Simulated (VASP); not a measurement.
Wanted: the native input for a VASP 6.6.1 run.

| Quantity | Value |
| --- | --- |
| Task | single point |
| Functional | RPBE |
| Potentials or basis | VASP PAW PBE potentials, release 64 (Ru_pv, Nb_sv, C) |
| Cutoff | 520 eV |
| k mesh | 7 × 7 × 7 |
| Occupations | fermi-dirac, width 0.05 eV |
| Spin | no spin polarisation |
| Dipole correction | no |
| Further INCAR settings | ALGO = Normal; EDIFF = 1e-06; NBANDS = 38 |

The structure of NbRu3C lies in POSCAR:

```
NbRu3C
1.0
    4.0651380000      0.0000000000      0.0000000000
    0.0000000000      4.0651380000      0.0000000000
    0.0000000000      0.0000000000      4.0651380000
Ru Nb C
3 1 1
Direct
    0.5000000000      0.5000000000      0.0000000000
    0.5000000000      0.0000000000      0.5000000000
    0.0000000000      0.5000000000      0.5000000000
    0.0000000000      0.0000000000      0.0000000000
    0.5000000000      0.5000000000      0.5000000000
```

The input as run:

INCAR

```
PREC = Accurate
ENCUT = 520
EDIFF = 1E-6
ISMEAR = -1
SIGMA = 0.05
LREAL = False
LASPH = True
NELM = 100
ALGO = Normal
ISIF = 2
LWAVE = False
LCHARG = False
GGA = RP
NBANDS = 38
```

KPOINTS

```
Automatic mesh
0
Gamma
  7 7 7
```

Potentials or basis: VASP PAW PBE potentials, release 64 (Ru_pv, Nb_sv, C).

Launch:

```bash
$ cat potpaw_PBE.64/Ru_pv/POTCAR potpaw_PBE.64/Nb_sv/POTCAR potpaw_PBE.64/C/POTCAR > POTCAR
$ mpirun -np 1 vasp_std > vasp.out
```

Results of the run:

```
Pressure               : 0.4 GPa
Band gap on the k mesh : zero (an odd number of electrons rules out a gap without spin polarisation)
```

Caveat: the PAW data sets were made with another functional, which shifts forces and pressure a little.

Run time: 48 s on 1 thread of Intel(R) Xeon(R) Platinum 8488C (Sapphire Rapids), with other jobs on the host, peak memory 0.19 GiB.
